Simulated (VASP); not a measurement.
Runs of VASP 6.6.1 on BN. The structure is that of space group P6_3/mmc (No. 194), or close to it. The cells are those of the table. 

| task | cell | cutoff (eV) | ions in elastic constants | gap on the mesh (eV) | pressure (GPa) |
| --- | --- | --- | --- | --- | --- |
| single point | a = 2.502, b = 2.502, c = 6.625 Å, angles 90.0, 90.0, 120.0°, 4 atoms | 520 | - | 4.12 | 1.3 |
| relaxation of cell and atoms | relaxed to 15 GPa from a = 2.504, b = 2.504, c = 7.016 Å, angles 90.0, 90.0, 120.0°, 4 atoms | 600 | - | (a) | 15.0 |
| single point | a = 2.500, b = 2.500, c = 6.404 Å, angles 90.0, 90.0, 120.0°, 4 atoms | 520 | - | (b) | 2.3 |
| relaxation of cell and atoms | relaxed to 10 GPa from a = 2.504, b = 2.504, c = 7.016 Å, angles 90.0, 90.0, 120.0°, 4 atoms | 600 | - | 3.98 | 10.0 |
| relaxation of cell and atoms | relaxed to 4 GPa from a = 2.504, b = 2.504, c = 7.016 Å, angles 90.0, 90.0, 120.0°, 4 atoms | 600 | - | 4.01 | 4.0 |
| relaxation of cell and atoms | relaxed to 2 GPa from a = 2.504, b = 2.504, c = 7.016 Å, angles 90.0, 90.0, 120.0°, 4 atoms | 600 | - | 4.04 | 2.0 |

Alike in all rows: level PBEsol; potentials or basis VASP PAW PBE potentials, release 64 (B, N); no spin polarisation; k mesh 10 × 10 × 4; smearing gaussian 0.01 eV.

Problem. Fill in the values left out.

Solution. (a) 3.85; (b) 4.06.

Caveats: the PAW data sets were made with another functional, which shifts forces and pressure a little; this functional lacks dispersion, which binds the layers, so the pressure and a relaxed spacing across them are unreliable; the cell is relaxed towards a set pressure, so the enthalpy falls and the energy may rise (some runs).

A k mesh can miss the band edges.
